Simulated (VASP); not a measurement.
# CdSe (Fm-3m) in VASP: settings compared

CdSe is run at these levels: LDA, PBE, PBEsol; tasks: single point.

All numbers are computed with VASP 6.6.1; they aren't measurements. Logs are shortened: lines on timing, memory, paths and dates and some standing lists are left out, and cuts for length are marked.

## (1) The cell of the first run

The structure is cubic, space group Fm-3m (No. 225). Conventional cell: a = 5.748 Å, b = 5.748 Å, c = 5.748 Å, α = 90.00°, β = 90.00°, γ = 90.00°. Cd (site symmetry m-3m) has 6 Se at 2.87 Å within 3.8 Å. Se (site symmetry m-3m) has 6 Cd at 2.87 Å within 3.8 Å.

## (2) Single point, LDA

Contents of INCAR:

```
PREC = Accurate
ENCUT = 520
EDIFF = 1E-7
ISMEAR = -1
SIGMA = 0.05
LREAL = False
LASPH = True
NELM = 60
ALGO = Normal
ISIF = 2
LWAVE = False
LCHARG = False
GGA = CA
NBANDS = 16
```

Contents of KPOINTS:

```
Automatic mesh
0
Gamma
  11 11 11
```

Contents of POSCAR:

```
CdSe
1.0
    0.0000000000      2.8739580000      2.8739580000
    2.8739580000      0.0000000000      2.8739580000
    2.8739580000      2.8739580000      0.0000000000
Cd Se
1 1
Direct
    0.0000000000      0.0000000000      0.0000000000
    0.5000000000      0.5000000000      0.5000000000
```

Potentials or basis: VASP PAW LDA potentials, release 64 (Cd, Se).

Started as:

```bash
> cat potpaw_LDA.64/Cd/POTCAR potpaw_LDA.64/Se/POTCAR > POTCAR
> mpirun -np 1 vasp_std > vasp.out
```

OUTCAR:

```text
PREC = Accurate
   ENCUT = 520
   EDIFF = 1E-7
   ISMEAR = -1
   LREAL = False
   LASPH = True
   NELM = 60
   ISIF = 2
   GGA = CA

 ion  position               nearest neighbor table
   1  0.000  0.000  0.000-   2 2.87   2 2.87   2 2.87   2 2.87   2 2.87   2 2.87
   2  0.500  0.500  0.500-   1 2.87   1 2.87   1 2.87   1 2.87   1 2.87   1 2.87

  LATTYP: Found a face centered cubic cell.
 ALAT       =     5.7479160000

  Lattice vectors:

 A1 = (   0.0000000000,   2.8739580000,   2.8739580000)
 A2 = (   2.8739580000,   0.0000000000,   2.8739580000)
 A3 = (   2.8739580000,   2.8739580000,   0.0000000000)

Analysis of symmetry for initial positions (statically):
=====================================================================
 Subroutine PRICEL returns:
 Original cell was already a primitive cell.

 Routine SETGRP: Setting up the symmetry group for a
 face centered cubic supercell.

 Subroutine GETGRP returns: Found 48 space group operations
 (whereof 48 operations were pure point group operations)
 out of a pool of 48 trial point group operations.

The static configuration has the point symmetry O_h .

Analysis of symmetry for dynamics (positions and initial velocities):
=====================================================================
 Subroutine PRICEL returns:
 Original cell was already a primitive cell.

 Routine SETGRP: Setting up the symmetry group for a
 face centered cubic supercell.

 Subroutine GETGRP returns: Found 48 space group operations
 (whereof 48 operations were pure point group operations)
 out of a pool of 48 trial point group operations.

The dynamic configuration has the point symmetry O_h .

 Subroutine INISYM returns: Found 48 space group operations
 (whereof 48 operations are pure point group operations),
 and found     1 'primitive' translations

----------------------------------------------------------------------------------------

                                     Primitive cell

  volume of cell :      47.4757

  direct lattice vectors                    reciprocal lattice vectors
     0.000000000  2.873958000  2.873958000    -0.173976098  0.173976098  0.173976098
     2.873958000  0.000000000  2.873958000     0.173976098 -0.173976098  0.173976098
     2.873958000  2.873958000  0.000000000     0.173976098  0.173976098 -0.173976098

  length of vectors
     4.064390381  4.064390381  4.064390381     0.301335442  0.301335442  0.301335442

  position of ions in fractional coordinates (direct lattice)
     0.000000000  0.000000000  0.000000000
     0.500000000  0.500000000  0.500000000

  ion indices of the primitive-cell ions
   primitive index   ion index
                 1           1
                 2           2

----------------------------------------------------------------------------------------

 KPOINTS: Automatic mesh

Automatic generation of k-mesh.
 Grid dimensions read from file:
 generate k-points for:   11   11   11

 Generating k-lattice:

  Cartesian coordinates                     Fractional coordinates (reciprocal lattice)
    -0.015816009  0.015816009  0.015816009     0.090909091  0.000000000  0.000000000
     0.015816009 -0.015816009  0.015816009     0.000000000  0.090909091  0.000000000
     0.015816009  0.015816009 -0.015816009     0.000000000  0.000000000  0.090909091

  Length of vectors
     0.027394131  0.027394131  0.027394131

  Shift w.r.t. Gamma in fractional coordinates (k-lattice)
     0.000000000  0.000000000  0.000000000

 Subroutine IBZKPT returns following result:
 ===========================================

 Found     56 irreducible k-points:

 Following reciprocal coordinates:
            Coordinates               Weight
  0.000000  0.000000  0.000000      1.000000
  0.090909  0.000000  0.000000      8.000000
  0.181818  0.000000  0.000000      8.000000
  0.272727  0.000000  0.000000      8.000000
  0.363636  0.000000  0.000000      8.000000
  0.454545  0.000000  0.000000      8.000000
[... 16 lines left out ...]
 -0.272727  0.181818  0.000000     24.000000
 -0.181818  0.181818  0.000000     12.000000
 [... further k-points ...]
   k-points           NKPTS =     56   k-points in BZ     NKDIM =     56   number of bands    NBANDS=     16
   number of dos      NEDOS =    301   number of ions     NIONS =      2
   total plane-waves  NPLWV =  27000
   dimension x,y,z NGX =    30 NGY =   30 NGZ =   30
   dimension x,y,z NGXF=    60 NGYF=   60 NGZF=   60
   ions per type =               1   1
   NGX,Y,Z   is equivalent  to a cutoff of  12.27, 12.27, 12.27 a.u.
   NGXF,Y,Z  is equivalent  to a cutoff of  24.54, 24.54, 24.54 a.u.
 SYSTEM =  unknown system
   PREC   = accura    normal or accurate (medium, high low for compatibility)
   ISTART =      0    job   : 0-new  1-cont  2-samecut
   ICHARG =      2    charge: 1-file 2-atom 10-const
   ISPIN  =      1    spin polarized calculation?
   LNONCOLLINEAR =      F non collinear calculations
   LSORBIT =      F    spin-orbit coupling
   LASPH  =      T    aspherical Exc in radial PAW
   ENCUT  =  520.0 eV  38.22 Ry    6.18 a.u.   7.56  7.56  7.56*2*pi/ulx,y,z
   NELM   =     60;   NELMIN=  2; NELMDL= -5     # of ELM steps
   EDIFF  = 0.1E-06   stopping-criterion for ELM
   LREAL  =      F    real-space projection
   EDIFFG = 0.1E-05   stopping-criterion for IOM
   NSW    =      0    number of steps for IOM
   IBRION =     -1    ionic relax: 0-MD 1-quasi-New 2-CG
   NFREE  =      0    steps in history (QN), initial steepest desc. (CG)
   ISIF   =      2    stress and relaxation
   ISYM   =      2    0-nonsym 1-usesym 2-fastsym
   POTIM  = 0.5000    time-step for ionic-motion
   TEBEG  =    0.0;   TEEND  =   0.0 temperature during run
   PSTRESS=    0.0 pullay stress
   NELECT =      18.0000    total number of electrons
   NUPDOWN=      -1.0000    fix difference up-down
   EMIN   =  10.00;   EMAX   =-10.00  energy-range for DOS
   EFERMI =   0.00;   METHOD = LEGACY
   ISMEAR =    -1;   SIGMA  =   0.05  broadening in eV -4-tet -1-fermi 0-gaus
   EFERMI_NEDOS =   21; number of points for ismear=-14 and -15
   IALGO  =     38    algorithm
   IMIX   =      4    mixing-type and parameters
     AMIX     =   0.40;   BMIX     =  1.00
     AMIX_MAG =   1.60;   BMIX_MAG =  1.00
  volume/ion in A,a.u.               =      23.74       160.19
  Fermi-wavevector in a.u.,A,eV,Ry     =   1.184882  2.239103 19.101849  1.403946
  Thomas-Fermi vector in A             =   2.321088
   LORBIT       =      0    0 simple, 1 ext, 2 COOP (PROOUT), +10 PAW based schemes
   GGA     = CA    functional components
   LHFCALC =     F    Hartree Fock is set to
   AEXX    =    0.0000 exact exchange contribution
   IVDW    =     0    specifies the selected vdW correction
   LEPSILON=     F    determine dielectric tensor
   LRPA    =     F    only Hartree local field effects (RPA)
 non-spin polarized calculation
  energy-cutoff  :      520.00
  volume of cell :       47.48
 maximum number of plane-waves:      1303
   NGX = 15   NGY = 15   NGZ = 15

 number of electron      18.0000005 magnetization

 Free energy of the ion-electron system (eV)
  ---------------------------------------------------
  ext. energy  EPLUGINS =         0.00000000
  ---------------------------------------------------
  free energy    TOTEN  =        -6.52661154 eV

  energy without entropy =       -6.52227621  energy(sigma->0) =       -6.52444387

 E-fermi :   2.2006     XC(G=0): -10.3262

 val. band max:        2.1582375587   @ k =  -0.1818   0.1818   0.0000
 cond. band min:       2.3805135585   @ k =   0.4545   0.3636   0.0000
 fundamental gap:      0.2222759999
 Fermi energy:         2.2006089040

 k-point     1 :       0.0000    0.0000    0.0000
  band No.  band energies     occupation
      1     -10.7663      2.00000
      2      -5.7409      2.00000
      3      -5.7409      2.00000
      4      -5.7209      2.00000
      5      -5.7209      2.00000
      6      -5.7209      2.00000
[... 8 lines left out ...]
     15      11.7104      0.00000
     16      11.7104      0.00000

 k-point     2 :       0.0909    0.0000    0.0000
  band No.  band energies     occupation
      1     -10.7068      2.00000
      2      -5.7575      2.00000
      3      -5.7575      2.00000
      4      -5.7257      2.00000
      5      -5.7116      2.00000
      6      -5.7116      2.00000
[... 8 lines left out ...]
     15      11.4290      0.00000
     16      11.6778      0.00000

 k-point     3 :       0.1818    0.0000    0.0000
  band No.  band energies     occupation
      1     -10.5388      2.00000
      2      -5.8054      2.00000
      3      -5.8054      2.00000
      4      -5.7420      2.00000
      5      -5.6823      2.00000
      6      -5.6823      2.00000
[... 8 lines left out ...]
     15      11.7810      0.00000
     16      11.7810      0.00000

 k-point     4 :       0.2727    0.0000    0.0000
  band No.  band energies     occupation
      1     -10.2967      2.00000
      2      -5.8673      2.00000
      3      -5.8673      2.00000
      4      -5.7746      2.00000
      5      -5.6429      2.00000
      6      -5.6429      2.00000
[... 8 lines left out ...]
     15      12.5613      0.00000
     16      12.5613      0.00000

 k-point     5 :       0.3636    0.0000    0.0000
  band No.  band energies     occupation
      1     -10.0453      2.00000
      2      -5.9231      2.00000
      3      -5.9231      2.00000
      4      -5.8235      2.00000
      5      -5.6062      2.00000
      6      -5.6062      2.00000
[... 8 lines left out ...]
     15      13.6216      0.00000
     16      13.6216      0.00000

 k-point     6 :       0.4545    0.0000    0.0000
  band No.  band energies     occupation
      1      -9.8785      2.00000
      2      -5.9556      2.00000
      3      -5.9556      2.00000
      4      -5.8670      2.00000
      5      -5.5842      2.00000
      6      -5.5842      2.00000
[... 8 lines left out ...]
     15      14.7523      0.00000
     16      14.7523      0.00000

 k-point     7 :       0.0909    0.0909    0.0000
  band No.  band energies     occupation
      1     -10.6884      2.00000
      2      -5.7816      2.00000
      3      -5.7348      2.00000
      4      -5.7295      2.00000
      5      -5.7100      2.00000
      6      -5.7100      2.00000
[... 8 lines left out ...]
     15      12.5305      0.00000
     16      12.5305      0.00000

 k-point     8 :       0.1818    0.0909    0.0000
  band No.  band energies     occupation
      1     -10.5609      2.00000
      2      -5.8252      2.00000
      3      -5.7559      2.00000
      4      -5.7400      2.00000
      5      -5.6926      2.00000
      6      -5.6810      2.00000
[... 8 lines left out ...]
     15      12.5853      0.00000
     16      12.7110      0.00000

 k-point     9 :       0.2727    0.0909    0.0000
  band No.  band energies     occupation
      1     -10.3500      2.00000
      2      -5.8739      2.00000
      3      -5.8080      2.00000
      4      -5.7590      2.00000
      5      -5.6623      2.00000
      6      -5.6392      2.00000
[... 8 lines left out ...]
     15      12.6681      0.00000
     16      13.2028      0.00000
[... 172 lines left out ...]
 k-point    19 :       0.3636    0.1818    0.0000
  band No.  band energies     occupation
      1     -10.1355      2.00000
      2      -5.8390      2.00000
      3      -5.7924      2.00000
      4      -5.7769      2.00000
      5      -5.6201      2.00000
      6      -5.5957      2.00000
[... 8 lines left out ...]
     15      14.4039      0.00000
     16      14.7890      0.00000

 k-point    20 :       0.4545    0.1818    0.0000
  band No.  band energies     occupation
      1      -9.9587      2.00000
      2      -5.8508      2.00000
      3      -5.8059      2.00000
      4      -5.7952      2.00000
      5      -5.5838      2.00000
      6      -5.5729      2.00000
[... 8 lines left out ...]
     15      15.0921      0.00000
     16      15.5370      0.00000

 k-point    21 :      -0.4545    0.1818    0.0000
  band No.  band energies     occupation
      1      -9.8667      2.00000
      2      -5.8988      2.00000
      3      -5.8251      2.00000
      4      -5.7724      2.00000
      5      -5.5738      2.00000
      6      -5.5545      2.00000
[... 8 lines left out ...]
     15      14.6669      0.00000
     16      14.6899      0.00000

 k-point    22 :      -0.3636    0.1818    0.0000
  band No.  band energies     occupation
      1      -9.9002      2.00000
      2      -5.9242      2.00000
      3      -5.8541      2.00000
      4      -5.7534      2.00000
      5      -5.5954      2.00000
      6      -5.5470      2.00000
[... 8 lines left out ...]
     15      13.4774      0.00000
     16      14.3802      0.00000

 k-point    23 :      -0.2727    0.1818    0.0000
  band No.  band energies     occupation
      1     -10.0454      2.00000
      2      -5.9220      2.00000
      3      -5.8608      2.00000
      4      -5.7467      2.00000
      5      -5.6281      2.00000
      6      -5.5654      2.00000
[... 8 lines left out ...]
     15      13.5646      0.00000
     16      15.7057      0.00000

 k-point    24 :      -0.1818    0.1818    0.0000
  band No.  band energies     occupation
      1     -10.2425      2.00000
      2      -5.8954      2.00000
      3      -5.8404      2.00000
      4      -5.7457      2.00000
      5      -5.6592      2.00000
      6      -5.6031      2.00000
[... 8 lines left out ...]
     15      13.3439      0.00000
     16      14.3400      0.00000

 [... further k-points ...]
[... 5 lines left out ...]
  --------------------------------------------------------------------------------------
  -------------------------------------------------------------------------------------
  Total       -1.6678401     -1.6678401     -1.6678401     -0.0000000      0.0000000     -0.0000000
  in kB      -56.2851380    -56.2851380    -56.2851380     -0.0000000      0.0000000     -0.0000000
  external PRESSURE =     -56.2851380 kB  Pullay stress =       0.0000000 kB

 VOLUME and BASIS-vectors are now :
 -----------------------------------------------------------------------------
  energy-cutoff  :      520.00
  volume of cell :       47.48
      direct lattice vectors                 reciprocal lattice vectors
     0.000000000  2.873958000  2.873958000    -0.173976098  0.173976098  0.173976098
     2.873958000  0.000000000  2.873958000     0.173976098 -0.173976098  0.173976098
     2.873958000  2.873958000  0.000000000     0.173976098  0.173976098 -0.173976098

 POSITION                                       TOTAL-FORCE (eV/Angst)
 -----------------------------------------------------------------------------------
      0.00000      0.00000      0.00000         0.000000      0.000000      0.000000
      2.87396      2.87396      2.87396        -0.000000     -0.000000     -0.000000
 -----------------------------------------------------------------------------------
    total drift:                               -0.000000      0.000000      0.000000

  FREE ENERGIE OF THE ION-ELECTRON SYSTEM (eV)
  ---------------------------------------------------
  free  energy   TOTEN  =        -6.5266115365 eV

  energy  without entropy=       -6.5222762110  energy(sigma->0) =       -6.52444387
```

Wall time 62 s (1 thread of Intel Xeon 8259CL, shared host); peak memory 0.18 GiB.

What came out:

```
Free energy            : -6.5266 eV
Pressure               : -5.6 GPa
Band gap on the k mesh : zero (bands 9 and 10 overlap by 0.52 eV)
```

Caveat: the cell stands under tension; semilocal functionals underestimate gaps, so a narrow gap can read as zero.

(Part 1 of 2 ends here.)
